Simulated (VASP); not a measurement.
# C in VASP: a series of runs, part 2 of 2

VASP 6.6.1.

**3. Single point, LDA (atoms displaced along a vibrational mode)**

Input file INCAR:

```
  ALGO = Normal
  EDIFF = 1E-6
  ENCUT = 1300
  GGA_COMPAT = F
  ISIF = 2
  ISMEAR = 0
  LASPH = T
  LCHARG = F
  LREAL = F
  LWAVE = F
  NBANDS = 26
  NELM = 120
  PREC = Accurate
  SIGMA = 0.05
```

Input file KPOINTS:

```
k-points
0
Gamma
  12 12 4
```

Input file POSCAR:

```
C
1.0
    2.4896249417      0.0000000000      0.0000000000
   -1.2448124708      2.1560784454      0.0000000000
    0.0000000000      0.0000000000      8.2142660865
C
8
Direct
   -0.0114475074      0.0000000000      0.0929365318
    0.0114475074      0.0000000000      0.5929365318
    0.0114475074      0.0000000000      0.4070634682
   -0.0114475074      0.0000000000      0.9070634682
    0.3238487137      0.6666666667      0.1555443640
    0.6761512863      0.3333333333      0.6555443640
    0.3428179530      0.6666666667      0.3444556360
    0.6571820470      0.3333333333      0.8444556360
```

Potentials or basis: VASP PAW LDA potentials, release 64 (C_h).

The run is started by

```
cat potpaw_LDA.64/C_h/POTCAR > POTCAR
mpirun -np 1 vasp_std > vasp.out
```

OUTCAR:

```text
EDIFF = 1E-6
   ENCUT = 1300
   ISIF = 2
   ISMEAR = 0
   LASPH = T
   LREAL = F
   NELM = 120
   PREC = Accurate

 ion  position               nearest neighbor table
   1  0.989  0.000  0.093-   5 1.52
   2  0.011  0.000  0.593-   6 1.52
   3  0.011  0.000  0.407-   7 1.52
   4  0.989  0.000  0.907-   8 1.52
   5  0.324  0.667  0.156-   1 1.52
   6  0.676  0.333  0.656-   2 1.52
   7  0.343  0.667  0.344-   3 1.52
   8  0.657  0.333  0.844-   4 1.52

  LATTYP: Found a hexagonal cell.
 ALAT       =     2.4896249417
 C/A-ratio  =     3.2993990175

  Lattice vectors:

 A1 = (   2.4896249417,   0.0000000000,   0.0000000000)
 A2 = (  -1.2448124708,   2.1560784454,   0.0000000000)
 A3 = (   0.0000000000,   0.0000000000,   8.2142660865)

Analysis of symmetry for initial positions (statically):
=====================================================================
 Subroutine PRICEL returns:
 Original cell was already a primitive cell.

 Routine SETGRP: Setting up the symmetry group for a
[... 187 lines left out ...]
 fundamental gap:      4.5881965539
 Fermi energy:        11.6852465759

 k-point     1 :       0.0000    0.0000    0.0000
  band No.  band energies     occupation
      1     -10.3960      2.00000
      2      -8.7237      2.00000
      3      -8.6162      2.00000
      4      -4.5025      2.00000
      5      -2.3753      2.00000
      6       4.5141      2.00000
[... 685 lines left out ...]
     25      23.0196      0.00000
     26      23.4154      0.00000

 [... further k-points ...]

------------------------ aborting loop because EDIFF is reached ----------------------------------------

  FORCE on cell =-STRESS in cart. coord.  units (eV):
  Direction    XX          YY          ZZ          XY          YZ          ZX
  --------------------------------------------------------------------------------------
  -------------------------------------------------------------------------------------
  Total        0.2665844      0.2969804      0.2786535      0.0000000      0.0000000      0.0000000
  in kB        9.6867499     10.7912356     10.1252973      0.0000000      0.0000000      0.0000000
  external PRESSURE =      10.2010942 kB  Pullay stress =       0.0000000 kB

 VOLUME and BASIS-vectors are now :
 -----------------------------------------------------------------------------
  energy-cutoff  :     1300.00
  volume of cell :       44.09
      direct lattice vectors                 reciprocal lattice vectors
     2.489624942  0.000000000  0.000000000     0.401666927  0.231902508  0.000000000
    -1.244812471  2.156078445  0.000000000     0.000000000  0.463805017  0.000000000
     0.000000000  0.000000000  8.214266087     0.000000000  0.000000000  0.121739421

 POSITION                                       TOTAL-FORCE (eV/Angst)
 -----------------------------------------------------------------------------------
      2.46112      0.00000      0.76341         0.195899      0.002500      0.000078
      0.02850      0.00000      4.87054        -0.195899     -0.002500      0.000078
      0.02850      0.00000      3.34373        -0.195899      0.002500     -0.000078
      2.46112      0.00000      7.45086         0.195899     -0.002500     -0.000078
     -0.02361      1.43739      1.27768         0.160734     -0.003396      0.003125
      1.26843      0.71869      5.38482        -0.160734      0.003396      0.003125
      0.02361      1.43739      2.82945        -0.160734     -0.003396     -0.003125
      1.22120      0.71869      6.93658         0.160734      0.003396     -0.003125
 -----------------------------------------------------------------------------------
    total drift:                               -0.000000      0.000000      0.000000

  FREE ENERGIE OF THE ION-ELECTRON SYSTEM (eV)
  ---------------------------------------------------
  free  energy   TOTEN  =       -80.9781088374 eV

  energy  without entropy=      -80.9781088374  energy(sigma->0) =      -80.97810884
```

OSZICAR:

```text
N       E                     dE             d eps       ncg     rms          rms(c)
DAV:   1     0.149934227329E+03    0.14993E+03   -0.29650E+04  6708   0.251E+03
DAV:   2    -0.712273329332E+02   -0.22116E+03   -0.20314E+03  8922   0.336E+02
DAV:   3    -0.840928474958E+02   -0.12866E+02   -0.12709E+02  8884   0.722E+01
DAV:   4    -0.842885333124E+02   -0.19569E+00   -0.19485E+00  9120   0.883E+00
DAV:   5    -0.842928377305E+02   -0.43044E-02   -0.42974E-02  8958   0.130E+00    0.102E+01
DAV:   6    -0.818440308660E+02    0.24488E+01   -0.16201E+00  8340   0.681E+00    0.543E+00
DAV:   7    -0.809777174216E+02    0.86631E+00   -0.18372E+00  8376   0.729E+00    0.716E-01
DAV:   8    -0.809780832889E+02   -0.36587E-03   -0.45460E-02  8878   0.148E+00    0.107E-01
DAV:   9    -0.809780985231E+02   -0.15234E-04   -0.89141E-04  8748   0.199E-01    0.297E-02
DAV:  10    -0.809781088587E+02   -0.10336E-04   -0.62835E-05  8804   0.502E-02    0.106E-02
DAV:  11    -0.809781088374E+02    0.21333E-07   -0.48050E-06  8598   0.138E-02
   1 F= -.80978109E+02 E0= -.80978109E+02  d E =-.116700E-12
```

Run time: 7.1 min. Hardware: 1 thread of Intel Xeon Platinum 8259CL at 2.50GHz (Skylake/Cascade Lake), shared host; peak memory 0.49 GiB.

What came out:

```yaml
Free_energy: -80.9781 eV
Pressure: 1.0 GPa
Largest_force: 0.196 eV/Å
Band_gap_on_the_k_mesh: 4.59 eV (least direct gap 5.33 eV)
```

Forces on the atoms (eV/Å):
```
C    0.196  0.003  0.000
C   -0.196 -0.003  0.000
C   -0.196  0.003  0.000
C    0.196 -0.003  0.000
C    0.161 -0.003  0.003
C   -0.161  0.003  0.003
C   -0.161 -0.003 -0.003
C    0.161  0.003 -0.003
```

Levels at points of the mesh, in eV from the valence-band top:
```csv
k point,band 13,band 14,band 15,band 16,band 17,band 18,band 19,band 20
"(0.00, 0.00, 0.00)",-1.74,-0.23,-0.01,0.00,5.33,5.33,5.49,7.16
"(0.50, 0.00, 0.00)",-5.06,-4.76,-3.78,-3.04,4.65,5.61,6.03,6.08
"(0.00, 0.50, 0.00)",-5.06,-4.77,-3.77,-3.04,4.65,5.64,6.04,6.05
"(0.00, 0.00, 0.50)",-0.67,-0.67,-0.67,-0.67,6.11,6.11,6.11,6.11
"(0.50, 0.00, 0.50)",-4.84,-4.84,-3.76,-3.76,4.99,4.99,6.95,6.95
"(0.00, 0.50, 0.50)",-4.84,-4.84,-3.76,-3.76,4.99,4.99,6.99,6.99
```

Caveat: the cell differs from its parent crystal (atoms displaced along a vibrational mode).
